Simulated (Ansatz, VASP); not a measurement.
**One calculation of K, two programs**

```xyz
1
Lattice="-2.6691 2.6691 2.6691 2.6691 -2.6691 2.6691 2.6691 2.6691 -2.6691" Properties=species:S:1:pos:R:3 pbc="T T T"
K     0.0000    0.0000    0.0000
```

Alike in both runs: functional r2SCAN; k mesh 16 × 16 × 16; occupations fermi-dirac, width 0.05 eV; no spin polarisation.

Ansatz relaxed the structure, and its values are those at the end. VASP's run is a single point on that final structure, the one shown.

```csv
,VASP,Ansatz
version,VASP 6.6.1,Ansatz 0.2.0
potentials or method,"VASP PAW PBE potentials, release 64 (K_sv)","PAW with Ansatz's default frozen-core files, scalar-relativistic"
plane-wave cutoff (eV),520,500
valence electrons in the cell,9,9
```

|  | VASP | Ansatz | Ansatz less VASP |
| --- | --- | --- | --- |
| pressure (GPa) | 0.0 | 0.0 | +0.03 |

VASP's potentials were made for PBE, not for r2SCAN.
